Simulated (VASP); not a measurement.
# WC4 (Pm-3m) in VASP: notebook, part 2 of 2

VASP 6.6.1.

### Step 3. Relaxation of cell and atoms, PBE

This run uses another cell than the first one, of 13.70 Å³/atom, 1.003 times its volume.

The input, INCAR:

```
SYSTEM = WC4
ALGO = Normal
EDIFF = 1E-6
EDIFFG = -0.01
ENCUT = 600
GGA = PE
IBRION = 2
ISIF = 3
ISMEAR = 0
LASPH = .True.
LCHARG = .False.
LREAL = .False.
LWAVE = .False.
NELM = 80
NSW = 100
PREC = Accurate
SIGMA = 0.1
```

The input, KPOINTS:

```
k-points
0
Gamma
  10 10 10
  0 0 0
```

The input, POSCAR:

```
WC4
1.0
    4.0911680854      0.0000000000      0.0000000000
    0.0000000000      4.0911680854      0.0000000000
    0.0000000000      0.0000000000      4.0911680854
W C
1 4
Direct
    0.5000000000      0.5000000000      0.5000000000
    0.0000000000      0.5000000000      0.5000000000
    0.5000000000      0.0000000000      0.5000000000
    0.5000000000      0.5000000000      0.0000000000
    0.0000000000      0.0000000000      0.0000000000
```

Potentials or basis: VASP PAW PBE potentials, release 64 (W_sv, C).

On the command line:

```bash
$ cat potpaw_PBE.64/W_sv/POTCAR potpaw_PBE.64/C/POTCAR > POTCAR
$ mpirun -np 1 vasp_std > vasp.out
```

OUTCAR:

```text
SYSTEM = WC4
   EDIFF = 1E-6
   EDIFFG = -0.01
   ENCUT = 600
   GGA = PE
   IBRION = 2
   ISIF = 3
   ISMEAR = 0
   LASPH = .True.
   LREAL = .False.
   NELM = 80
   NSW = 100
   PREC = Accurate

 ion  position               nearest neighbor table
   1  0.500  0.500  0.500-   2 2.05   3 2.05   4 2.05   4 2.05   3 2.05   2 2.05
   2  0.000  0.500  0.500-   1 2.05   1 2.05
   3  0.500  0.000  0.500-   1 2.05   1 2.05
   4  0.500  0.500  0.000-   1 2.05   1 2.05
   5  0.000  0.000  0.000-

  LATTYP: Found a simple cubic cell.
 ALAT       =     4.0911680854

  Lattice vectors:

 A1 = (   4.0911680854,   0.0000000000,   0.0000000000)
 A2 = (   0.0000000000,   4.0911680854,   0.0000000000)
 A3 = (   0.0000000000,   0.0000000000,   4.0911680854)

Analysis of symmetry for initial positions (statically):
=====================================================================
 Subroutine PRICEL returns:
 Original cell was already a primitive cell.

 Routine SETGRP: Setting up the symmetry group for a
 simple cubic supercell.

 Subroutine GETGRP returns: Found 48 space group operations
[... 174 lines left out ...]

------------------------ aborting loop because EDIFF is reached ----------------------------------------

  FORCE on cell =-STRESS in cart. coord.  units (eV):
  Direction    XX          YY          ZZ          XY          YZ          ZX
  --------------------------------------------------------------------------------------
  -------------------------------------------------------------------------------------
  Total       -0.1295225     -0.1295225     -0.1295225      0.0000000      0.0000000     -0.0000000
  in kB       -3.0304972     -3.0304972     -3.0304972      0.0000000      0.0000000     -0.0000000
  external PRESSURE =      -3.0304972 kB  Pullay stress =       0.0000000 kB
[... 65 lines left out ...]
--------------------------------------- Ionic step        3  -------------------------------------------

 number of electron      29.9999998 magnetization

 Free energy of the ion-electron system (eV)
  ---------------------------------------------------
  ext. energy  EPLUGINS =         0.00000000
  ---------------------------------------------------
  free energy    TOTEN  =       -33.78792705 eV

  energy without entropy =      -33.76867967  energy(sigma->0) =      -33.77830336

 E-fermi :   3.4976     XC(G=0): -10.4922

 val. band max:        3.4951820022   @ k =   0.4000   0.2000   0.0000
 cond. band min:       3.5036766195   @ k =   0.5000   0.2000   0.0000
 fundamental gap:      0.0084946173
 Fermi energy:         3.4976177993

 k-point     1 :       0.0000    0.0000    0.0000
  band No.  band energies     occupation
      1     -70.0741      2.00000
      2     -34.4005      2.00000
      3     -34.4005      2.00000
      4     -34.4005      2.00000
      5      -8.9620      2.00000
      6      -6.1862      2.00000
[... 505 lines left out ...]
      6      -6.1185      2.00000
[... 11 lines left out ...]
     18       4.1696      0.00000
     19       5.0326      0.00000

 [... further k-points ...]
[... 5 lines left out ...]
  --------------------------------------------------------------------------------------
  -------------------------------------------------------------------------------------
  Total        0.0192877      0.0192877      0.0192877      0.0000000     -0.0000000      0.0000000
  in kB        0.4522175      0.4522175      0.4522175      0.0000000     -0.0000000      0.0000000
  external PRESSURE =       0.4522175 kB  Pullay stress =       0.0000000 kB
[... 20 lines left out ...]
  FREE ENERGIE OF THE ION-ELECTRON SYSTEM (eV)
  ---------------------------------------------------
  free  energy   TOTEN  =       -33.7879270510 eV

  energy  without entropy=      -33.7686796679  energy(sigma->0) =      -33.77830336

 reached required accuracy - stopping structural energy minimisation
```

OSZICAR:

```text
N       E                     dE             d eps       ncg     rms          rms(c)
DAV:   1     0.198637190995E+03    0.19864E+03   -0.18220E+04  2440   0.172E+03
DAV:   2    -0.240595750917E+02   -0.22270E+03   -0.21550E+03  2496   0.375E+02
DAV:   3    -0.368262294983E+02   -0.12767E+02   -0.12182E+02  2818   0.764E+01
[... 27 lines left out ...]
DAV:   2    -0.337883083557E+02    0.17833E-03   -0.41304E-03  2890   0.467E-01    0.135E-01
DAV:   3    -0.337880973213E+02    0.21103E-03   -0.21807E-03  3020   0.177E-01    0.935E-02
DAV:   4    -0.337879374076E+02    0.15991E-03   -0.43943E-04  3117   0.970E-02    0.208E-02
DAV:   5    -0.337879274234E+02    0.99842E-05   -0.51125E-05  2325   0.623E-02    0.251E-02
DAV:   6    -0.337879270510E+02    0.37248E-06   -0.52402E-06  2311   0.166E-02
   3 F= -.33787927E+02 E0= -.33778303E+02  d E =-.138805E-03
```

CONTCAR:

```text
WC4
   1.00000000000000
     4.0883494756513459    0.0000000000000000   -0.0000000000000000
     0.0000000000000000    4.0883494756513459   -0.0000000000000000
     0.0000000000000000    0.0000000000000000    4.0883494756513459
  W               C
     1     4
Direct
     0.5000000000000000    0.5000000000000000    0.5000000000000000
     0.0000000000000000    0.5000000000000000    0.5000000000000000
     0.5000000000000000    0.0000000000000000    0.5000000000000000
     0.5000000000000000    0.5000000000000000    0.0000000000000000
     0.0000000000000000    0.0000000000000000    0.0000000000000000

  0.00000000E+00  0.00000000E+00  0.00000000E+00
  0.00000000E+00  0.00000000E+00  0.00000000E+00
  0.00000000E+00  0.00000000E+00  0.00000000E+00
  0.00000000E+00  0.00000000E+00  0.00000000E+00
  0.00000000E+00  0.00000000E+00  0.00000000E+00
```

It took 1.7 min on 1 thread of Intel Xeon 6975P-C (Granite Rapids), shared host; peak memory 0.26 GiB.

What came out:

```
Free energy                            : -33.7879 eV
Relaxed volume                         : 13.67 Å³/atom
Relaxed cell                           : a = 4.088 Å, b = 4.088 Å, c = 4.088 Å, α = 90.00°, β = 90.00°, γ = 90.00°
Space group after relaxing (to 0.05 Å) : Pm-3m (No. 221)
Energy gained by relaxing              : 0.0 meV/atom
Ionic steps                            : 3
Pressure after relaxing                : 0.0 GPa
Band gap on the k mesh                 : zero (band 15 reaches 4.43 eV, above the bottom of band 16 at 2.82 eV)
```

Step by step:
```tsv
step	energy change (eV)	largest force (eV/Å)	pressure (GPa)	volume (Å³)
1	0.0000	0.0000	-0.30	68.48
2	0.0000	0.0000	0.27	68.22
3	-0.0001	0.0000	0.05	68.34
```

Final structure:
```yaml
crystal:
  lattice:
    - [4.08835, 0.00000, 0.00000]
    - [0.00000, 4.08835, 0.00000]
    - [0.00000, 0.00000, 4.08835]
  atoms:
    - { symbol: W, position: [0.50000, 0.50000, 0.50000] }
    - { symbol: C, position: [0.00000, 0.50000, 0.50000] }
    - { symbol: C, position: [0.50000, 0.00000, 0.50000] }
    - { symbol: C, position: [0.50000, 0.50000, 0.00000] }
    - { symbol: C, position: [0.00000, 0.00000, 0.00000] }
```

Caveat: spin-orbit coupling is left out, which moves the levels of the heavy elements.
